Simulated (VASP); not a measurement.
# CaS (Oldhamite) (Fm-3m) in VASP: a series of runs

Runs on CaS (Oldhamite). Level: PBEsol. Tasks: single point, relaxation of cell and atoms.

All numbers are computed with VASP 6.6.1; they aren't measurements. Logs are shortened: lines on timing, memory, paths and dates and some standing lists are left out, and cuts for length are marked.

## Step 1: The cell of the first run

The structure is cubic, space group Fm-3m (No. 225). The conventional cell has a = 5.576 Å, b = 5.576 Å, c = 5.576 Å, α = 90.00°, β = 90.00°, γ = 90.00°. Within 3.7 Å of Ca (site symmetry m-3m) lie 6 S at 2.79 Å. S (site symmetry m-3m) has 6 Ca at 2.79 Å within 3.7 Å.

## Step 2: Single point, PBEsol

INCAR reads:

```
SYSTEM = CaS
  ALGO = Normal
  EDIFF = 1E-6
  ENCUT = 500
  GGA = PS
  GGA_COMPAT = .FALSE.
  ISIF = 2
  ISMEAR = 0
  LASPH = .TRUE.
  LCHARG = .FALSE.
  LREAL = .FALSE.
  LWAVE = .FALSE.
  NBANDS = 15
  NELM = 120
  PREC = Accurate
  SIGMA = 0.01
```

KPOINTS reads:

```
k-points
0
G
  8 8 8
  0 0 0
```

POSCAR reads:

```
CaS
1.0
    2.7881201342      2.7881201342      0.0000000000
   -2.7881201342      2.7881201342      0.0000000000
    0.0000000000      2.7881201342      2.7881201342
Ca S
1 1
Direct
    0.0000000000      0.0000000000      0.0000000000
    0.5000000000      0.5000000000      0.0000000000
```

Potentials or basis: VASP PAW PBE potentials, release 64 (Ca_sv, S).

Launch:

```
cat potpaw_PBE.64/Ca_sv/POTCAR potpaw_PBE.64/S/POTCAR > POTCAR
mpirun -np 1 vasp_std > vasp.out
```

OUTCAR:

```text
SYSTEM = CaS
   EDIFF = 1E-6
   ENCUT = 500
   GGA = PS
   ISIF = 2
   ISMEAR = 0
   LASPH = .TRUE.
   LREAL = .FALSE.
   NELM = 120
   PREC = Accurate

 ion  position               nearest neighbor table
   1  0.000  0.000  0.000-   2 2.79   2 2.79   2 2.79   2 2.79   2 2.79   2 2.79
   2  0.500  0.500  0.000-   1 2.79   1 2.79   1 2.79   1 2.79   1 2.79   1 2.79

  LATTYP: Found a face centered cubic cell.
 ALAT       =     5.5762402684

  Lattice vectors:

 A1 = (   0.0000000000,   2.7881201342,   2.7881201342)
 A2 = (   2.7881201342,   0.0000000000,   2.7881201342)
 A3 = (   2.7881201342,   2.7881201342,   0.0000000000)

Analysis of symmetry for initial positions (statically):
=====================================================================
 Subroutine PRICEL returns:
 Original cell was already a primitive cell.

 Routine SETGRP: Setting up the symmetry group for a
 face centered cubic supercell.

 Subroutine GETGRP returns: Found 48 space group operations
 (whereof 48 operations were pure point group operations)
 out of a pool of 48 trial point group operations.

The static configuration has the point symmetry O_h .

Analysis of symmetry for dynamics (positions and initial velocities):
=====================================================================
 Subroutine PRICEL returns:
 Original cell was already a primitive cell.

 Routine SETGRP: Setting up the symmetry group for a
 face centered cubic supercell.

 Subroutine GETGRP returns: Found 48 space group operations
 (whereof 48 operations were pure point group operations)
 out of a pool of 48 trial point group operations.

The dynamic configuration has the point symmetry O_h .

 Subroutine INISYM returns: Found 48 space group operations
 (whereof 48 operations are pure point group operations),
 and found     1 'primitive' translations

----------------------------------------------------------------------------------------

                                     Primitive cell

  volume of cell :      43.3475

  direct lattice vectors                    reciprocal lattice vectors
     2.788120134  2.788120134  0.000000000     0.179332301  0.179332301 -0.179332301
    -2.788120134  2.788120134  0.000000000    -0.179332301  0.179332301 -0.179332301
     0.000000000  2.788120134  2.788120134     0.000000000  0.000000000  0.358664603

  length of vectors
     3.942997307  3.942997307  3.942997307     0.310612657  0.310612657  0.358664603

  position of ions in fractional coordinates (direct lattice)
     0.000000000  0.000000000  0.000000000
     0.500000000  0.500000000  0.000000000

  ion indices of the primitive-cell ions
   primitive index   ion index
                 1           1
                 2           2

----------------------------------------------------------------------------------------

 KPOINTS: k-points

Automatic generation of k-mesh.
 Grid dimensions read from file:
 generate k-points for:    8    8    8

 Generating k-lattice:

  Cartesian coordinates                     Fractional coordinates (reciprocal lattice)
     0.022416538  0.022416538 -0.022416538     0.125000000  0.000000000  0.000000000
    -0.022416538  0.022416538 -0.022416538     0.000000000  0.125000000  0.000000000
     0.000000000  0.000000000  0.044833075     0.000000000  0.000000000  0.125000000

  Length of vectors
     0.038826582  0.038826582  0.044833075

  Shift w.r.t. Gamma in fractional coordinates (k-lattice)
     0.000000000  0.000000000  0.000000000

 Subroutine IBZKPT returns following result:
 ===========================================

 Found     29 irreducible k-points:

 Following reciprocal coordinates:
            Coordinates               Weight
  0.000000  0.000000  0.000000      1.000000
  0.125000  0.000000  0.000000      8.000000
  0.250000  0.000000  0.000000      8.000000
  0.375000  0.000000  0.000000      8.000000
  0.500000  0.000000  0.000000      4.000000
  0.125000  0.125000  0.000000     12.000000
[... 16 lines left out ...]
  0.375000  0.250000  0.125000     48.000000
  0.500000  0.250000  0.125000     24.000000
 [... further k-points ...]
   k-points           NKPTS =     29   k-points in BZ     NKDIM =     29   number of bands    NBANDS=     15
   number of dos      NEDOS =    301   number of ions     NIONS =      2
   total plane-waves  NPLWV =  27000
   dimension x,y,z NGX =    30 NGY =   30 NGZ =   30
   dimension x,y,z NGXF=    60 NGYF=   60 NGZF=   60
   ions per type =               1   1
   NGX,Y,Z   is equivalent  to a cutoff of  12.65, 12.65, 12.65 a.u.
   NGXF,Y,Z  is equivalent  to a cutoff of  25.30, 25.30, 25.30 a.u.
 SYSTEM =  CaS
   PREC   = accura    normal or accurate (medium, high low for compatibility)
   ISTART =      0    job   : 0-new  1-cont  2-samecut
   ICHARG =      2    charge: 1-file 2-atom 10-const
   ISPIN  =      1    spin polarized calculation?
   LNONCOLLINEAR =      F non collinear calculations
   LSORBIT =      F    spin-orbit coupling
   LASPH  =      T    aspherical Exc in radial PAW
   ENCUT  =  500.0 eV  36.75 Ry    6.06 a.u.   7.19  7.19  7.19*2*pi/ulx,y,z
   NELM   =    120;   NELMIN=  2; NELMDL= -5     # of ELM steps
   EDIFF  = 0.1E-05   stopping-criterion for ELM
   LREAL  =      F    real-space projection
   EDIFFG = 0.1E-04   stopping-criterion for IOM
   NSW    =      0    number of steps for IOM
   IBRION =     -1    ionic relax: 0-MD 1-quasi-New 2-CG
   NFREE  =      0    steps in history (QN), initial steepest desc. (CG)
   ISIF   =      2    stress and relaxation
   ISYM   =      2    0-nonsym 1-usesym 2-fastsym
   POTIM  = 0.5000    time-step for ionic-motion
   TEBEG  =    0.0;   TEEND  =   0.0 temperature during run
   PSTRESS=    0.0 pullay stress
   NELECT =      16.0000    total number of electrons
   NUPDOWN=      -1.0000    fix difference up-down
   EMIN   =  10.00;   EMAX   =-10.00  energy-range for DOS
   EFERMI =   0.00;   METHOD = LEGACY
   ISMEAR =     0;   SIGMA  =   0.01  broadening in eV -4-tet -1-fermi 0-gaus
   EFERMI_NEDOS =   21; number of points for ismear=-14 and -15
   IALGO  =     38    algorithm
   IMIX   =      4    mixing-type and parameters
     AMIX     =   0.40;   BMIX     =  1.00
     AMIX_MAG =   1.60;   BMIX_MAG =  1.00
  volume/ion in A,a.u.               =      21.67       146.26
  Fermi-wavevector in a.u.,A,eV,Ry     =   1.174339  2.219178 18.763403  1.379071
  Thomas-Fermi vector in A             =   2.310737
   LORBIT       =      0    0 simple, 1 ext, 2 COOP (PROOUT), +10 PAW based schemes
   GGA     = PS    functional components
   LHFCALC =     F    Hartree Fock is set to
   AEXX    =    0.0000 exact exchange contribution
   IVDW    =     0    specifies the selected vdW correction
   LEPSILON=     F    determine dielectric tensor
   LRPA    =     F    only Hartree local field effects (RPA)
 non-spin polarized calculation
 Gauss-broadening in eV      SIGMA  =   0.01
  energy-cutoff  :      500.00
  volume of cell :       43.35
 maximum number of plane-waves:      1124
 NGX is ok and might be reduce to    30
   NGX = 15   NGY = 15   NGZ = 15

 number of electron      15.9999997 magnetization

 Free energy of the ion-electron system (eV)
  ---------------------------------------------------
  ext. energy  EPLUGINS =         0.00000000
  ---------------------------------------------------
  free energy    TOTEN  =       -10.90552629 eV

  energy without entropy =      -10.90552629  energy(sigma->0) =      -10.90552629

 E-fermi :   3.1749     XC(G=0):  -9.7840

 val. band max:        3.1154158394   @ k =   0.0000   0.0000   0.0000
 cond. band min:       5.1852918865   @ k =   0.5000   0.5000   0.0000
 fundamental gap:      2.0698760471
 Fermi energy:         3.1749323092

 k-point     1 :       0.0000    0.0000    0.0000
  band No.  band energies     occupation
      1     -35.6707      2.00000
      2     -16.7412      2.00000
      3     -16.7412      2.00000
      4     -16.7412      2.00000
      5      -8.4342      2.00000
      6       3.1154      2.00000
      7       3.1154      2.00000
      8       3.1154      2.00000
      9       7.1737      0.00000
     10       7.1737      0.00000
     11       7.1737      0.00000
     12       7.4878      0.00000
     13       7.8607      0.00000
     14       7.8607      0.00000
     15      13.8919      0.00000

 k-point     2 :       0.1250    0.0000    0.0000
  band No.  band energies     occupation
      1     -35.6682      2.00000
      2     -16.7767      2.00000
      3     -16.7437      2.00000
      4     -16.7437      2.00000
      5      -8.3049      2.00000
      6       2.3918      2.00000
      7       2.8518      2.00000
      8       2.8518      2.00000
      9       7.2015      0.00000
     10       7.4271      0.00000
     11       7.4271      0.00000
     12       8.2723      0.00000
     13       8.3226      0.00000
     14       8.3226      0.00000
     15      14.1918      0.00000

 k-point     3 :       0.2500    0.0000    0.0000
  band No.  band energies     occupation
      1     -35.6624      2.00000
      2     -16.8602      2.00000
      3     -16.7498      2.00000
      4     -16.7498      2.00000
      5      -7.9758      2.00000
      6       1.1213      2.00000
      7       2.3456      2.00000
      8       2.3456      2.00000
      9       7.3326      0.00000
     10       8.0678      0.00000
     11       8.0678      0.00000
     12       9.4587      0.00000
     13       9.4587      0.00000
     14       9.6648      0.00000
     15      13.7835      0.00000

 k-point     4 :       0.3750    0.0000    0.0000
  band No.  band energies     occupation
      1     -35.6565      2.00000
      2     -16.9408      2.00000
      3     -16.7559      2.00000
      4     -16.7559      2.00000
      5      -7.6152      2.00000
      6       0.1097      2.00000
      7       1.9453      2.00000
      8       1.9453      2.00000
      9       7.7864      0.00000
     10       8.9339      0.00000
     11       8.9339      0.00000
     12       9.9159      0.00000
     13      10.7497      0.00000
     14      10.7497      0.00000
     15      13.2318      0.00000
[... 307 lines left out ...]
 k-point    22 :       0.2500    0.2500    0.1250
  band No.  band energies     occupation
      1     -35.6580      2.00000
      2     -16.8729      2.00000
      3     -16.7862      2.00000
      4     -16.7601      2.00000
      5      -7.8246      2.00000
      6       0.7621      2.00000
      7       2.1532      2.00000
      8       2.1704      2.00000
      9       6.7849      0.00000
     10       8.5207      0.00000
     11       8.9192      0.00000
     12       9.1084      0.00000
     13       9.7323      0.00000
     14      11.4954      0.00000
     15      13.0971      0.00000

 k-point    23 :       0.3750    0.2500    0.1250
  band No.  band energies     occupation
      1     -35.6534      2.00000
      2     -16.9127      2.00000
      3     -16.8041      2.00000
      4     -16.7700      2.00000
      5      -7.6062      2.00000
      6       0.3789      2.00000
      7       1.6606      2.00000
      8       1.9051      2.00000
      9       7.3512      0.00000
     10       9.1115      0.00000
     11       9.4056      0.00000
     12       9.5606      0.00000
     13      10.2200      0.00000
     14      11.8809      0.00000
     15      12.2290      0.00000

 k-point    24 :       0.5000    0.2500    0.1250
  band No.  band energies     occupation
      1     -35.6514      2.00000
      2     -16.9297      2.00000
      3     -16.8083      2.00000
      4     -16.7763      2.00000
      5      -7.5126      2.00000
      6       0.2347      2.00000
      7       1.4566      2.00000
      8       1.8064      2.00000
      9       8.0876      0.00000
     10       8.4459      0.00000
     11       9.7418      0.00000
     12      10.1138      0.00000
     13      10.3924      0.00000
     14      11.3452      0.00000
     15      12.8361      0.00000

 [... further k-points ...]

------------------------ aborting loop because EDIFF is reached ----------------------------------------

  FORCE on cell =-STRESS in cart. coord.  units (eV):
  Direction    XX          YY          ZZ          XY          YZ          ZX
  --------------------------------------------------------------------------------------
  -------------------------------------------------------------------------------------
  Total        0.5993542      0.5993542      0.5993542      0.0000000     -0.0000000      0.0000000
  in kB       22.1528558     22.1528558     22.1528558      0.0000000     -0.0000000      0.0000000
  external PRESSURE =      22.1528558 kB  Pullay stress =       0.0000000 kB

 VOLUME and BASIS-vectors are now :
 -----------------------------------------------------------------------------
  energy-cutoff  :      500.00
  volume of cell :       43.35
      direct lattice vectors                 reciprocal lattice vectors
     2.788120134  2.788120134  0.000000000     0.179332301  0.179332301 -0.179332301
    -2.788120134  2.788120134  0.000000000    -0.179332301  0.179332301 -0.179332301
     0.000000000  2.788120134  2.788120134     0.000000000  0.000000000  0.358664603

 POSITION                                       TOTAL-FORCE (eV/Angst)
 -----------------------------------------------------------------------------------
      0.00000      0.00000      0.00000         0.000000      0.000000      0.000000
      0.00000      2.78812      0.00000        -0.000000     -0.000000      0.000000
 -----------------------------------------------------------------------------------
    total drift:                               -0.000000     -0.000000      0.000000

  FREE ENERGIE OF THE ION-ELECTRON SYSTEM (eV)
  ---------------------------------------------------
  free  energy   TOTEN  =       -10.9055262867 eV

  energy  without entropy=      -10.9055262867  energy(sigma->0) =      -10.90552629
```

It used 38 s of CPU time on 1 thread of AMD EPYC 7R13 Processor (Zen 3), on a shared host.

Results:

| Property | Result |
| --- | --- |
| Free energy | -10.9055 eV |
| Pressure | 2.2 GPa |
| Band gap on the k mesh | 2.07 eV, indirect (least direct gap 2.94 eV) |

Caveat: the PAW data sets were made with another functional, which shifts forces and pressure a little.

(Part 1 of 2 ends here.)
